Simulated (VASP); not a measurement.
SnO2: relaxation of the atoms with PBE

SnO2:

```
CELL_PARAMETERS angstrom
4.82719 0.00000 0.00000
0.00000 4.82719 0.00000
0.19429 0.00000 3.23815
ATOMIC_POSITIONS crystal
Sn 0.50000 0.50000 0.50000
Sn 0.00000 0.00000 0.00000
O 0.19452 0.80749 0.49477
O 0.80548 0.19251 0.50523
O 0.30548 0.30749 0.00523
O 0.69452 0.69251 0.99477
```

This cell differs from its parent crystal: shear of c along a, cell held: +6.0 %.

```json
{
 "Program": "VASP 6.6.1",
 "Task": "relaxation of the atoms",
 "Functional": "PBE",
 "Potentials or basis": "VASP PAW PBE potentials, release 64 (Sn_d, O)",
 "Cutoff": "520 eV",
 "k mesh": "6 × 6 × 8",
 "Occupations": "gaussian, width 0.02 eV",
 "Spin": "no spin polarisation",
 "Dipole correction": "no",
 "Further INCAR settings": "ALGO = Normal; EDIFF = 1e-07; IBRION = 2; EDIFFG = -0.008; NSW = 60"
}
```

- Energy gained by relaxing: 0.2 meV/atom
- Ionic steps: 4
- Pressure after relaxing: 0.6 GPa
- Largest force after relaxing: 0.007 eV/Å
- Band gap on the k mesh: 0.64 eV

Forces on the atoms (eV/Å):
```
Sn   0.000  0.000  0.000
Sn   0.000  0.000  0.000
O    0.004  0.006  0.000
O   -0.004 -0.006  0.000
O   -0.004  0.006  0.000
O    0.004 -0.006  0.000
```

Stress tensor (GPa, compression positive):
```
 0.48  0.00 -5.07
 0.00  0.73  0.00
-5.07  0.00  0.70
```

The path:
```
step  energy change (eV)  largest force (eV/Å)  pressure (GPa)
   1              0.0000                0.0773            0.76
   2             -0.0008                0.0316            0.67
   3             -0.0009                0.0223            0.62
   4             -0.0010                0.0071            0.64
```

Final structure:
```cif
data_structure
_symmetry_space_group_name_H-M 'P 1'
_symmetry_Int_Tables_number 1
_cell_length_a 4.8272
_cell_length_b 4.8272
_cell_length_c 3.2440
_cell_angle_alpha 90.000
_cell_angle_beta 86.566
_cell_angle_gamma 90.000
_cell_volume 75.45
loop_
_atom_site_label
_atom_site_type_symbol
_atom_site_fract_x
_atom_site_fract_y
_atom_site_fract_z
_atom_site_occupancy
Sn1 Sn 0.50000 0.50000 0.50000 1
Sn2 Sn 0.00000 0.00000 0.00000 1
O1 O 0.19486 0.80743 0.49286 1
O2 O 0.80514 0.19257 0.50714 1
O3 O 0.30514 0.30743 0.00714 1
O4 O 0.69486 0.69257 0.99286 1
```

Levels at points of the mesh, in eV from the valence-band top:
```csv
k point,band 22,band 23,band 24,band 25,band 26,band 27,band 28,band 29,band 30,band 31
"(0.00, 0.00, 0.00)",-1.32,-1.28,-0.76,-0.73,0.00,0.64,5.65,5.94,6.00,10.17
"(0.50, 0.00, 0.00)",-1.91,-1.23,-1.23,-0.61,-0.61,3.82,3.82,6.73,6.73,10.30
"(0.00, 0.50, 0.00)",-1.93,-1.26,-1.26,-0.59,-0.59,3.84,3.84,6.77,6.77,10.33
"(0.50, 0.50, 0.00)",-1.88,-1.36,-1.36,-0.87,-0.87,4.23,4.23,7.07,7.07,10.43
"(0.00, 0.00, 0.50)",-2.60,-1.55,-1.55,-1.18,-1.18,5.54,5.54,9.17,9.17,10.22
"(0.50, 0.00, 0.50)",-1.68,-1.23,-0.92,-0.82,-0.61,5.67,5.93,7.33,7.83,10.43
"(0.00, 0.50, 0.50)",-1.67,-1.04,-1.04,-0.76,-0.76,5.79,5.79,7.53,7.53,10.46
"(0.50, 0.50, 0.50)",-2.37,-0.99,-0.99,-0.72,-0.72,4.30,4.30,8.54,8.54,10.39
```

It took 91 s on 4 MPI ranks on AMD EPYC 7R13 Processor (Zen 3), with other jobs on the host, peak memory 0.29 GiB a rank.

Caveat: the cell differs from its parent crystal (shear of c along a, cell held: +6.0 %); semilocal functionals underestimate gaps, and a narrow one can read as zero; spin-orbit coupling is left out, which moves the levels of the heavy elements.
